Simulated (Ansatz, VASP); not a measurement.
Mg in VASP and in Ansatz

```
Mg
1.0
     3.05030    0.00000    0.00000
    -1.52515    2.64164    0.00000
     0.00000    0.00000    2.80125
Mg
1
Cartesian
  0.0000 0.0000 0.0000
```

Change from the starting cell: strain +0.000 along x and y, -0.080 along z, atoms carried along.

Alike in both runs: task single point; functional PBE; k mesh 18 × 18 × 16; occupations gaussian, width 0.15 eV; no spin polarisation.

```csv
,VASP,Ansatz
version,VASP 6.6.1,Ansatz 0.2.0
potentials or method,"VASP PAW PBE potentials, release 64 (Mg), cutoff 520 eV","scalar-relativistic, plane waves, PAW"
valence electrons in the cell,2,10
```

```csv
,VASP,Ansatz,Ansatz less VASP
gap on the k mesh at the Fermi level (eV),none,none,-
pressure (GPa),4.0,4.1,+0.08
"traceless stress, the component that is largest in VASP (GPa)",4.48,4.45,-0.027
```

A gap of «none» marks a metal or a gap that the smearing closes. VASP's potentials hold 2 valence electrons a cell and Ansatz's 10, so a difference there can come from the potentials and not from the codes.
